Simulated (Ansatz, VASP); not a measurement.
# Two plane-wave programs on Mo

Contents of INCAR:

```
PREC = Accurate
ENCUT = 520
EDIFF = 1E-8
ISMEAR = -1
SIGMA = 0.05
LREAL = F
LASPH = T
NELM = 100
ALGO = Normal
ISIF = 2
LWAVE = F
LCHARG = F
GGA = PE
LEFG = T
NBANDS = 13
```

The input KPOINTS:

```
regular mesh
0
Gamma
  16 16 16
```

File POSCAR:

```
Mo
1.0
   -1.5814042767      1.5814042767      1.5814042767
    1.5814042767     -1.5814042767      1.5814042767
    1.5814042767      1.5814042767     -1.5814042767
Mo
1
Direct
    0.0000000000      0.0000000000      0.0000000000
```

Input for Ansatz:

```yaml
crystal:
  lattice:
    - [-1.5814042767, 1.5814042767, 1.5814042767]
    - [1.5814042767, -1.5814042767, 1.5814042767]
    - [1.5814042767, 1.5814042767, -1.5814042767]
  atoms:
    - { symbol: Mo, position: [0.0, 0.0, 0.0] }
kpoints:
  mp_grid: { grid: [16, 16, 16] }
scf:
  occupations: { method: fermi_dirac, width: 0.05 }
hamiltonian:
  xc: pbe
  pseudopotentials: { kind: paw }
output:
  forces: true
  stress: true
  eigenvalues: true
  efg: { contact_densities: true }
  write_density: true
  write_potential: true
  elf: true
  volumetric_format: npy
```

Change from the starting cell: volume scaled by 1.02, PAW files.

Alike in both runs: task electric field gradients; functional PBE; k mesh 16 × 16 × 16; occupations fermi-dirac, width 0.05 eV; no spin polarisation.

|  | VASP | Ansatz |
| --- | --- | --- |
| version | VASP 6.6.1 | Ansatz 0.2.0 |
| potentials or method | VASP PAW PBE potentials, release 64 (Mo_sv) | PAW with Ansatz's default frozen-core files, scalar-relativistic |
| plane-wave cutoff (eV) | 520 | 420 |
| valence electrons in the cell | 14 | 14 |

Ansatz gave:

| Quantity | Value |
| --- | --- |
| pressure (GPa) | -0.7 |

Estimate VASP's values.

pressure (GPa): -0.1.
